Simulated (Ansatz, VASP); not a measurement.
## One calculation of Pt, two programs

File INCAR:

```
SYSTEM = Pt
PREC     = Accurate       ! precision mode
ENCUT    = 500            ! plane-wave cutoff, eV
EDIFF    = 1E-6           ! SCF threshold, eV
ISMEAR   = 0              ! smearing method
SIGMA    = 0.15           ! smearing width, eV
LREAL    = .FALSE.        ! projectors in reciprocal space
LASPH    = .TRUE.         ! aspherical terms in the spheres
NELM     = 120            ! most SCF steps
ALGO     = Normal         ! electronic algorithm
ISIF     = 2              ! what is computed and relaxed
LWAVE    = .FALSE.        ! write WAVECAR
LCHARG   = .FALSE.        ! write CHGCAR
GGA      = PE             ! functional
NBANDS   = 17             ! bands
GGA_COMPAT= .FALSE.
```

File KPOINTS:

```
regular mesh
0
G
  24 24 24
  0 0 0
```

File POSCAR:

```
Pt
1.0
    0.0000000000     -1.9850550544     -1.9850550544
   -1.9850550544      0.0000000000     -1.9850550544
    1.9850550544      1.9850550544     -3.9701101089
Pt
2
Direct
    0.5092547423      0.5092547423      0.5000000000
   -0.0092547423     -0.0092547423      0.0000000000
```

Input for Ansatz:

```yaml
crystal:
  lattice:
    - [0.0, -1.9850550544, -1.9850550544]
    - [-1.9850550544, 0.0, -1.9850550544]
    - [1.9850550544, 1.9850550544, -3.9701101089]
  atoms:
    - { symbol: Pt, position: [0.5092547423, 0.5092547423, 0.5] }
    - { symbol: Pt, position: [-0.0092547423, -0.0092547423, 0.0] }
basis:
  ecutwfc: 420
kpoints:
  mp_grid: { grid: [24, 24, 24] }
hamiltonian:
  xc: pbe
scf:
  occupations: { method: gaussian, width: 0.15 }
output:
  forces: true
  stress: true
  eigenvalues: true
```

Change from the starting cell: mode 4 (89.5 1/cm) frozen in, largest displacement +0.045 Å.

Alike in both runs: task single point; functional PBE; k mesh 24 × 24 × 24; occupations gaussian, width 0.15 eV; no spin polarisation.

|  | VASP | Ansatz |
| --- | --- | --- |
| version | VASP 6.6.1 | Ansatz 0.2.0 |
| potentials or method | VASP PAW PBE potentials, release 64 (Pt), cutoff 500 eV | scalar-relativistic, plane waves, PAW |
| valence electrons in the cell | 20 | 36 |

```csv
,VASP,Ansatz,Ansatz less VASP
gap on the k mesh at the Fermi level (eV),none,none,-
pressure (GPa),-0.2,0.3,+0.48
"traceless stress, the component that is largest in VASP (GPa)",0.33,0.33,+0.005
rms of the force components (eV/Å),0.143,0.145,+0.0013
```

Atom by atom the forces differ by 0.001 eV/Å (rms over components). A gap of «none» marks a metal or a gap that the smearing closes. VASP's potentials hold 20 valence electrons a cell and Ansatz's 36, so a difference there can come from the potentials and not from the codes.

Neither program's run includes spin-orbit coupling.
